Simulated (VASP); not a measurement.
Ta3Se: single point with r2SCAN

Ta3Se:

```xyz
8
Lattice="5.7368 0.0000 0.0000 -2.8684 4.9682 0.0000 0.0000 0.0000 4.8896" Properties=species:S:1:pos:R:3 pbc="T T T"
Ta    2.8684    3.3696    1.2224
Ta   -1.4839    4.1689    3.6672
Ta    1.3845    0.7993    1.2224
Ta    0.0000    1.5986    3.6672
Ta    4.3523    0.7993    1.2224
Ta    1.4839    4.1689    3.6672
Se    0.0000    3.3121    1.2224
Se    2.8684    1.6561    3.6672
```

```yaml
Program: VASP 6.6.1
Task: single point
Functional: r2SCAN
Potentials_or_basis: VASP PAW PBE potentials, release 64 (Ta_pv, Se)
Cutoff: 520 eV
k_mesh: 3 × 3 × 4
Occupations: gaussian, width 0.1 eV
Spin: no spin polarisation
```

| Property | Result |
| --- | --- |
| Pressure | 0.7 GPa |
| Largest force | 0.005 eV/Å |
| Band gap on the k mesh | zero (band 39 reaches 7.80 eV, above the bottom of band 40 at 7.03 eV) |

Forces in eV/Å, atoms in the order of the input:
```
Ta   0.000  0.005  0.000
Ta  -0.004  0.003  0.000
Ta  -0.004 -0.003  0.000
Ta   0.000 -0.005  0.000
Ta   0.004 -0.003  0.000
Ta   0.004  0.003  0.000
Se   0.000  0.000  0.000
Se   0.000  0.000  0.000
```

Stress tensor (GPa, compression positive):
```
0.74 0.00 0.00
0.00 0.74 0.00
0.00 0.00 0.58
```

Levels at points of the mesh, in eV from the Fermi level:
| k point | band 35 | band 36 | band 37 | band 38 | band 39 | band 40 | band 41 | band 42 | band 43 | band 44 |
| --- | --- | --- | --- | --- | --- | --- | --- | --- | --- | --- |
| (0.00, 0.00, 0.00) | -2.62 | -2.62 | -0.25 | -0.25 | -0.03 | 0.47 | 0.68 | 1.11 | 1.11 | 2.38 |
| (0.00, 0.00, 0.50) | -2.06 | -2.06 | -2.06 | -2.06 | -0.02 | -0.02 | 1.86 | 1.86 | 1.86 | 1.86 |

It took 2.6 min on 1 thread of Intel(R) Xeon(R) 6975P-C (Granite Rapids) (shared host), peak memory 0.32 GiB.

Caveat: the k points lie up to 0.42 Å⁻¹ apart; the PAW data sets were made with another functional, which shifts forces and pressure a little; spin-orbit coupling is left out, which moves the levels of the heavy elements.
